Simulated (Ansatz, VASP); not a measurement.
**Sc in VASP and in Ansatz**

INCAR

```
SYSTEM = Sc
  ALGO = Fast
  EDIFF = 1E-7
  ENCUT = 520
  GGA = PS
  ISIF = 2
  ISMEAR = 0
  LASPH = .TRUE.
  LCHARG = .FALSE.
  LREAL = .FALSE.
  LWAVE = .FALSE.
  NBANDS = 18
  NELM = 100
  PREC = Accurate
  SIGMA = 0.15
```

File KPOINTS:

```
k-points
0
G
  18 18 10
  0 0 0
```

POSCAR

```
Sc
1.0
    3.4080618342      0.0000000000      0.0000000000
   -1.7040309171      2.7795379440      0.0000000000
    0.0000000000      0.0000000000      5.2680000000
Sc
2
Direct
    0.3333333333      0.6666666667      0.2500000000
    0.6666666667      0.3333333333      0.7500000000
```

Input for Ansatz:

```yaml
crystal:
  lattice:
    - [3.4080618342, 0.0, 0.0]
    - [-1.7040309171, 2.779537944, 0.0]
    - [0.0, 0.0, 5.268]
  atoms:
    - { symbol: Sc, position: [0.3333333333, 0.6666666667, 0.25] }
    - { symbol: Sc, position: [0.6666666667, 0.3333333333, 0.75] }
basis:
  ecutwfc: 420
kpoints:
  mp_grid: { grid: [18, 18, 10] }
hamiltonian:
  xc: pbesol
scf:
  occupations: { method: gaussian, width: 0.15 }
output:
  forces: true
  stress: true
  eigenvalues: true
```

Change from the starting cell: strain +0.0300 x Voigt [1, -1, 0, 0, 0, 0], atoms carried along.

Alike in both runs: task single point; functional PBEsol; k mesh 18 × 18 × 10; occupations gaussian, width 0.15 eV; no spin polarisation.

```csv
,VASP,Ansatz
version,VASP 6.6.1,Ansatz 0.2.0
potentials or method,"VASP PAW PBE potentials, release 64 (Sc_sv), cutoff 520 eV","scalar-relativistic, plane waves, PAW"
valence electrons in the cell,22,22
```

```csv
,VASP,Ansatz,Ansatz less VASP
gap on the k mesh at the Fermi level (eV),none,none,-
pressure (GPa),-2.7,-2.7,0.00
"traceless stress, the component that is largest in VASP (GPa)",2.59,2.59,0.000
rms of the force components (eV/Å),0.050,0.050,+0.0001
```

VASP's potentials were made for PBE, not for PBEsol. Atom by atom the forces differ by 0.000 eV/Å (rms over components). A gap of «none» marks a metal or a gap that the smearing closes. With one functional, cell and mesh, what is left measures potentials, basis and numerics.
